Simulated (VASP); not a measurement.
Write the native input for VASP 6.6.1 that does the following.

```yaml
Task: relaxation of the atoms
Functional: LDA
Potentials_or_basis: VASP PAW LDA potentials, release 64 (Al)
Cutoff: 520 eV
k_mesh: 5 × 4 × 1
Occupations: gaussian, width 0.1 eV
Spin: no spin polarisation
Dipole_correction: yes
Atoms_held_fixed_from_0: "[0, 1, 2, 3, 4, 5, 6, 7, 8, 9, 10, 11, 12, 13, 14, 15]"
Further_INCAR_settings: LREAL = Auto; ALGO = Fast; EDIFF = 1e-06; IBRION = 2; EDIFFG = -0.025; NSW = 36
Atoms_held_along_some_axes_from_0: atom 16 along a and b
```

The structure of Al lies in POSCAR:

```
Al
1.0
    5.6343731020      0.0000000000      0.0000000000
    0.0000000000      7.9682068563      0.0000000000
    0.0000000000      0.0000000000     19.6723116275
Al
17
Selective dynamics
Direct
    0.2500000000      0.2500000000      0.2033314679  F F F
    0.2500000000      0.7500000000      0.2033314679  F F F
    0.7500000000      0.2500000000      0.2033314679  F F F
    0.7500000000      0.7500000000      0.2033314679  F F F
    0.0000000000      0.0000000000      0.2749343025  F F F
    0.0000000000      0.5000000000      0.2749343025  F F F
    0.5000000000      0.0000000000      0.2749343025  F F F
    0.5000000000      0.5000000000      0.2749343025  F F F
    0.2500000000      0.2500000000      0.3484027381  F F F
    0.2500000000      0.7500000000      0.3484027381  F F F
    0.7500000000      0.2500000000      0.3484027381  F F F
    0.7500000000      0.7500000000      0.3484027381  F F F
    0.0000000000      0.0000000000      0.4154220298  F F F
    0.0000000000      0.5000000000      0.4154220298  F F F
    0.5000000000      0.0000000000      0.4154220298  F F F
    0.5000000000      0.5000000000      0.4154220298  F F F
    0.1666666667      0.2500000000      0.4798053682  F F T
```

The input as run:

INCAR

```
  PREC = Accurate
  ENCUT = 520
  EDIFF = 1E-6
  ISMEAR = 0
  SIGMA = 0.1
  LREAL = Auto
  LASPH = T
  NELM = 80
  ALGO = Fast
  ISIF = 2
  LWAVE = F
  LCHARG = F
  LDIPOL = T
  IDIPOL = 3
  DIPOL = 0.5 0.5 0.320
  IBRION = 2
  NSW = 36
  EDIFFG = -0.025
  KPAR = 4
```

KPOINTS

```
Automatic mesh
0
Gamma
  5 4 1
```

Potentials or basis: VASP PAW LDA potentials, release 64 (Al).

The run is started by

```console
$ cat potpaw_LDA.64/Al/POTCAR > POTCAR
$ mpirun -np 4 vasp_std > vasp.out
```

It gave:

```json
{"Energy gained by relaxing": "2.3 meV/atom", "Ionic steps": "4", "Band gap on the k mesh": "zero (an odd number of electrons rules out a gap without spin polarisation)"}
```

Wall time 12 min on 4 MPI ranks on Oxide Virtual Turin-like Processor, with other jobs on the host, peak memory 0.66 GiB a rank.
